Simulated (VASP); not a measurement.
# GeW (Cmmm) in VASP: notebook

Runs on GeW. Level: PBE. Tasks: relaxation of cell and atoms.

All numbers are computed with VASP 6.6.1; they aren't measurements. Logs are shortened: lines on timing, memory, paths and dates and some standing lists are left out, and cuts for length are marked.

### 1 The cell of the first run

It takes space group Cmmm (No. 65, orthorhombic). Conventional cell: a = 3.949 Å, b = 4.320 Å, c = 4.145 Å, α = 90.00°, β = 90.00°, γ = 90.00°. Within 2.6 Å of Ge (site symmetry mmm) lie 4 W at 1.97 to 2.16 Å. Within 2.6 Å of W (site symmetry mmm) lie 4 Ge at 1.97 to 2.16 Å.

The cell was built from a structure type or drawn by symmetry, and may not be a known phase.

### 2 Relaxation of cell and atoms, PBE

INCAR

```
PREC = Accurate ; ENCUT = 500
EDIFF = 1E-7 ; ISMEAR = 0
SIGMA = 0.2 ; LREAL = F
LASPH = T ; NELM = 120
ALGO = Normal ; ISIF = 3
LWAVE = F ; LCHARG = F
GGA = PE ; IBRION = 2
NSW = 36 ; EDIFFG = -0.08
GGA_COMPAT = F ; NELMIN = 4
```

KPOINTS

```
Automatic mesh
0
Gamma
  7 7 5
```

POSCAR

```
GeW
1.0
    1.9744949800     -2.1602376500      0.0000000000
    1.9744949800      2.1602376500      0.0000000000
    0.0000000000      0.0000000000      4.1445256600
Ge W
1 1
Direct
    0.0000000000      0.0000000000      0.0000000000
    0.5000000000      0.5000000000      0.0000000000
```

Potentials or basis: VASP PAW PBE potentials, release 64 (Ge_d, W_sv).

On the command line:

```sh
$ cat potpaw_PBE.64/Ge_d/POTCAR potpaw_PBE.64/W_sv/POTCAR > POTCAR
$ mpirun -np 1 vasp_std > vasp.out
```

OUTCAR:

```text
PREC = Accurate
   ENCUT = 500
   EDIFF = 1E-7
   ISMEAR = 0
   LREAL = F
   LASPH = T
   NELM = 120
   ISIF = 3
   GGA = PE
   IBRION = 2
   NSW = 36
   EDIFFG = -0.08
   NELMIN = 4

 ion  position               nearest neighbor table
   1  0.000  0.000  0.000-   2 1.97   2 1.97   2 2.16   2 2.16
   2  0.500  0.500  0.000-   1 1.97   1 1.97   1 2.16   1 2.16

  LATTYP: Found a base centered orthorhombic cell.
 ALAT       =     3.9489899600
 B/A-ratio  =     1.0940709761
 C/A-ratio  =     1.0495153703

  Lattice vectors:

 A1 = (   1.9744949800,  -2.1602376500,   0.0000000000)
 A2 = (   1.9744949800,   2.1602376500,   0.0000000000)
 A3 = (   0.0000000000,   0.0000000000,   4.1445256600)

Analysis of symmetry for initial positions (statically):
=====================================================================
 Subroutine PRICEL returns:
 Original cell was already a primitive cell.

 Routine SETGRP: Setting up the symmetry group for a
 base centered orthorhombic supercell.

 Subroutine GETGRP returns: Found  8 space group operations
 (whereof  8 operations were pure point group operations)
 out of a pool of  8 trial point group operations.

The static configuration has the point symmetry D_2h.

Analysis of symmetry for dynamics (positions and initial velocities):
=====================================================================
 Subroutine PRICEL returns:
 Original cell was already a primitive cell.

 Routine SETGRP: Setting up the symmetry group for a
 base centered orthorhombic supercell.

 Subroutine GETGRP returns: Found  8 space group operations
 (whereof  8 operations were pure point group operations)
 out of a pool of  8 trial point group operations.

The dynamic configuration has the point symmetry D_2h.

 Subroutine INISYM returns: Found  8 space group operations
 (whereof  8 operations are pure point group operations),
 and found     1 'primitive' translations

----------------------------------------------------------------------------------------

                                     Primitive cell

[... 77 lines left out ...]
   ions per type =               1   1
   NGX,Y,Z   is equivalent  to a cutoff of  13.63, 13.63, 12.03 a.u.
   NGXF,Y,Z  is equivalent  to a cutoff of  27.27, 27.27, 24.07 a.u.
 SYSTEM =  unknown system
   PREC   = accura    normal or accurate (medium, high low for compatibility)
   ISTART =      0    job   : 0-new  1-cont  2-samecut
   ICHARG =      2    charge: 1-file 2-atom 10-const
   ISPIN  =      1    spin polarized calculation?
   LNONCOLLINEAR =      F non collinear calculations
   LSORBIT =      F    spin-orbit coupling
   LASPH  =      T    aspherical Exc in radial PAW
   ENCUT  =  500.0 eV  36.75 Ry    6.06 a.u.   5.34  5.34  7.56*2*pi/ulx,y,z
   NELM   =    120;   NELMIN=  4; NELMDL= -5     # of ELM steps
   EDIFF  = 0.1E-06   stopping-criterion for ELM
   LREAL  =      F    real-space projection
   EDIFFG = -.8E-01   stopping-criterion for IOM
   NSW    =     36    number of steps for IOM
   IBRION =      2    ionic relax: 0-MD 1-quasi-New 2-CG
   NFREE  =      1    steps in history (QN), initial steepest desc. (CG)
   ISIF   =      3    stress and relaxation
   ISYM   =      2    0-nonsym 1-usesym 2-fastsym
   POTIM  = 0.5000    time-step for ionic-motion
   TEBEG  =    0.0;   TEEND  =   0.0 temperature during run
   PSTRESS=    0.0 pullay stress
   NELECT =      28.0000    total number of electrons
   NUPDOWN=      -1.0000    fix difference up-down
   EMIN   =  10.00;   EMAX   =-10.00  energy-range for DOS
   EFERMI =   0.00;   METHOD = LEGACY
   ISMEAR =     0;   SIGMA  =   0.20  broadening in eV -4-tet -1-fermi 0-gaus
   EFERMI_NEDOS =   21; number of points for ismear=-14 and -15
   IALGO  =     38    algorithm
   IMIX   =      4    mixing-type and parameters
     AMIX     =   0.40;   BMIX     =  1.00
     AMIX_MAG =   1.60;   BMIX_MAG =  1.00
  volume/ion in A,a.u.               =      17.68       119.30
  Fermi-wavevector in a.u.,A,eV,Ry     =   1.514631  2.862237 31.213203  2.294106
  Thomas-Fermi vector in A             =   2.624262
   LORBIT       =      0    0 simple, 1 ext, 2 COOP (PROOUT), +10 PAW based schemes
   GGA     = PE    functional components
   LHFCALC =     F    Hartree Fock is set to
   AEXX    =    0.0000 exact exchange contribution
   IVDW    =     0    specifies the selected vdW correction
   LEPSILON=     F    determine dielectric tensor
   LRPA    =     F    only Hartree local field effects (RPA)
 conjugate gradient relaxation of ions
 non-spin polarized calculation
 Gauss-broadening in eV      SIGMA  =   0.20
  energy-cutoff  :      500.00
  volume of cell :       35.36
 maximum number of plane-waves:       911
 NGX is ok and might be reduce to    24
   NGX = 11   NGY = 11   NGZ = 15

--------------------------------------- Ionic step        1  -------------------------------------------

 number of electron      28.0000018 magnetization

 Free energy of the ion-electron system (eV)
  ---------------------------------------------------
  ext. energy  EPLUGINS =         0.00000000
  ---------------------------------------------------
  free energy    TOTEN  =        -6.73529608 eV

  energy without entropy =       -6.70487526  energy(sigma->0) =       -6.72008567

------------------------ aborting loop because EDIFF is reached ----------------------------------------

  FORCE on cell =-STRESS in cart. coord.  units (eV):
  Direction    XX          YY          ZZ          XY          YZ          ZX
  --------------------------------------------------------------------------------------
  -------------------------------------------------------------------------------------
  Total       65.8823094     31.3812406     -2.3358241      0.0000000      0.0000000      0.0000000
  in kB     2985.4995019   1422.0612327   -105.8493831      0.0000000      0.0000000      0.0000000
  external PRESSURE =    1433.9037838 kB  Pullay stress =       0.0000000 kB
[... 1629 lines left out ...]
     17      14.2811      0.00000
     18      17.9515      0.00000

 [... further k-points ...]

[... ionic steps 4 to 17 ...]

--------------------------------------- Ionic step       18  -------------------------------------------

 number of electron      28.0000024 magnetization

------------------------ aborting loop because EDIFF is reached ----------------------------------------
[... 67 lines left out ...]
--------------------------------------- Ionic step       20  -------------------------------------------

 number of electron      28.0000026 magnetization

 Free energy of the ion-electron system (eV)
  ---------------------------------------------------
  ext. energy  EPLUGINS =         0.00000000
  ---------------------------------------------------
  free energy    TOTEN  =       -15.58050927 eV

  energy without entropy =      -15.55302083  energy(sigma->0) =      -15.56676505

 E-fermi :   8.3020     XC(G=0): -12.1063

 val. band max:        8.2737599595   @ k =   0.0000   0.0000   0.0000
 cond. band min:       8.3081467254   @ k =  -0.1429   0.1429   0.2000
 fundamental gap:      0.0343867658
 Fermi energy:         8.3020444906
[... 533 lines left out ...]
  FREE ENERGIE OF THE ION-ELECTRON SYSTEM (eV)
  ---------------------------------------------------
  free  energy   TOTEN  =       -15.5805092694 eV

  energy  without entropy=      -15.5530208266  energy(sigma->0) =      -15.56676505

 reached required accuracy - stopping structural energy minimisation
```

OSZICAR:

```text
N       E                     dE             d eps       ncg     rms          rms(c)
DAV:   1     0.252967662517E+03    0.25297E+03   -0.16499E+04  1950   0.361E+03
DAV:   2     0.118735053988E+02   -0.24109E+03   -0.23656E+03  1812   0.610E+02
DAV:   3    -0.740644483657E+01   -0.19280E+02   -0.18678E+02  1990   0.143E+02
DAV:   4    -0.793289775359E+01   -0.52645E+00   -0.52093E+00  1942   0.236E+01
[... 238 lines left out ...]
DAV:   3    -0.155805897122E+02    0.16648E-02   -0.39401E-03  2196   0.732E-01    0.824E-02
DAV:   4    -0.155805225007E+02    0.67212E-04   -0.33219E-04  2318   0.160E-01    0.517E-02
DAV:   5    -0.155805096877E+02    0.12813E-04   -0.35639E-05  2384   0.935E-02    0.841E-03
DAV:   6    -0.155805093112E+02    0.37654E-06   -0.49501E-06  2284   0.310E-02    0.386E-03
DAV:   7    -0.155805092694E+02    0.41802E-07   -0.39631E-07  1848   0.828E-03
  20 F= -.15580509E+02 E0= -.15566765E+02  d E =-.560105E-02
```

Wall time 10 min (1 thread of Intel Xeon 8259CL, shared host); peak memory 0.18 GiB.

What came out:

```yaml
Free_energy: -15.5805 eV
Relaxed_volume: 18.07 Å³/atom
Relaxed_cell: a = 3.606 Å, b = 3.606 Å, c = 2.780 Å, α = 90.00°, β = 90.00°, γ = 90.06°
Space_group_after_relaxing_to_0.1_Å: P4/mmm (No. 123)
Pressure_after_relaxing: 0.0 GPa
Band_gap_on_the_k_mesh: zero (bands 14 and 15 overlap by 2.25 eV)
```

Stress tensor (GPa, compression positive):
```
 0.09  0.00  0.00
 0.00 -0.01  0.00
 0.00  0.00  0.00
```

Final structure:
```yaml
crystal:
  lattice:
    - [2.54841, -2.55104, 0.00000]
    - [2.54841, 2.55104, 0.00000]
    - [0.00000, 0.00000, 2.77976]
  atoms:
    - { symbol: Ge, position: [0.00000, 0.00000, 0.00000] }
    - { symbol: W, position: [0.50000, 0.50000, 0.00000] }
```

Caveat: a cell axis changed by over 15 % at a fixed basis, so the end point is rough; spin-orbit coupling is left out, which moves the levels of the heavy elements.

### 3 Relaxation of cell and atoms, PBE

This run uses another cell than the first one, of 18.48 Å³/atom.

INCAR

```
PREC     = Accurate       # precision mode
ENCUT    = 500            # plane-wave cutoff, eV
EDIFF    = 1E-7           # SCF threshold, eV
ISMEAR   = 0              # smearing method
SIGMA    = 0.2            # smearing width, eV
LREAL    = False          # projectors in reciprocal space
LASPH    = True           # aspherical terms in the spheres
NELM     = 120            # most SCF steps
ALGO     = Normal         # electronic algorithm
ISIF     = 3              # what is computed and relaxed
LWAVE    = False          # write WAVECAR
LCHARG   = False          # write CHGCAR
GGA      = PE             # functional
IBRION   = 2              # ionic algorithm
NSW      = 36             # ionic steps
EDIFFG   = -0.08          # ionic threshold
GGA_COMPAT= False        
NELMIN   = 4
```

KPOINTS

```
Automatic mesh
0
Gamma
  7 7 4
```

POSCAR

```
GeW
1.0
    1.6659151700     -2.3417836500      0.0000000000
    1.6659151700      2.3417836500      0.0000000000
    0.0000000000      0.0000000000      4.7363442800
Ge W
1 1
Direct
    0.0000000000      0.0000000000      0.0000000000
    0.5000000000      0.5000000000      0.5000000000
```

Potentials or basis: VASP PAW PBE potentials, release 64 (Ge_d, W_sv).

On the command line:

```sh
$ cat potpaw_PBE.64/Ge_d/POTCAR potpaw_PBE.64/W_sv/POTCAR > POTCAR
$ mpirun -np 1 vasp_std > vasp.out
```

Wall time 3.5 min (1 thread of Intel Xeon 8259CL, shared host); peak memory 0.19 GiB.

Results (log left out):

```
Free energy                           : -16.5837 eV
Relaxed volume                        : 15.93 Å³/atom
Relaxed cell                          : a = 2.869 Å, b = 2.869 Å, c = 4.190 Å, α = 90.00°, β = 90.00°, γ = 112.52°
Space group after relaxing (to 0.1 Å) : Cmmm (No. 65)
Energy gained by relaxing             : 289.7 meV/atom
Ionic steps                           : 7
Pressure after relaxing               : -0.1 GPa
Band gap on the k mesh                : zero (bands 14 and 15 overlap by 1.74 eV)
```

Stress tensor (GPa, compression positive):
```
 0.35  0.00  0.00
 0.00 -0.18  0.00
 0.00  0.00 -0.48
```

Step by step:
| step | energy change (eV) | largest force (eV/Å) | pressure (GPa) | volume (Å³) |
| --- | --- | --- | --- | --- |
| 1 | 0.0000 | 0.0000 | -17.82 | 36.95 |
| 2 | 0.0535 | 0.0000 | 46.97 | 26.94 |
| 3 | -0.4586 | 0.0000 | 3.21 | 31.34 |
| 4 | -0.5295 | 0.0000 | 8.02 | 30.84 |
| 5 | -0.5657 | 0.0000 | 5.20 | 31.04 |
| 6 | -0.5571 | 0.0000 | -6.08 | 32.97 |
| 7 | -0.5794 | 0.0000 | -0.10 | 31.86 |

Final structure:
```xyz
2
Lattice="1.5936 -2.3861 0.0000 1.5936 2.3861 0.0000 0.0000 0.0000 4.1899" Properties=species:S:1:pos:R:3 pbc="T T T"
Ge    0.0000    0.0000    0.0000
W     1.5936    0.0000    2.0949
```

Levels at points of the mesh, in eV from the Fermi level:
```tsv
k point	band 12	band 13	band 14	band 15	band 16	band 17
(0.00, 0.00, 0.00)	-3.21	-2.21	0.32	0.92	2.05	4.41
(0.00, 0.00, 0.50)	-2.40	-2.15	-0.28	0.38	1.77	7.98
```

Caveat: spin-orbit coupling is left out, which moves the levels of the heavy elements.
